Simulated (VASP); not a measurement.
Ti, 1 atom in the cell. Symmetry: Im-3m, No. 229, cubic system. Conventional cell: a = 3.282 Å, b = 3.282 Å, c = 3.282 Å, α = 90.00°, β = 90.00°, γ = 90.00°. Within 3.7 Å of Ti (site symmetry m-3m) lie 14 Ti at 2.84 to 3.28 Å. 

* Program: VASP 6.6.1
* Task: single point
* Functional: PBEsol
* Potentials or basis: VASP PAW PBE potentials, release 64 (Ti_sv)
* Cutoff: 500 eV
* k mesh: 14 × 14 × 14
* Occupations: methfessel-paxton, width 0.15 eV
* Spin: no spin polarisation
* Dipole correction: no
* Further INCAR settings: ALGO = Normal; EDIFF = 1e-06; NBANDS = 12

Potentials or basis: VASP PAW PBE potentials, release 64 (Ti_sv).

Run with:

```sh
$ cat potpaw_PBE.64/Ti_sv/POTCAR > POTCAR
$ mpirun -np 1 vasp_std > vasp.out
```

Hardware: 1 thread of Intel(R) Xeon(R) Platinum 8488C (Sapphire Rapids), with other jobs on the host.

Q: How long does it take, and how much memory?

A: Run time: 19 s on 1 thread of Intel(R) Xeon(R) Platinum 8488C (Sapphire Rapids) (shared host), peak memory 0.15 GiB. Counts: scf iterations 12, k points 104.
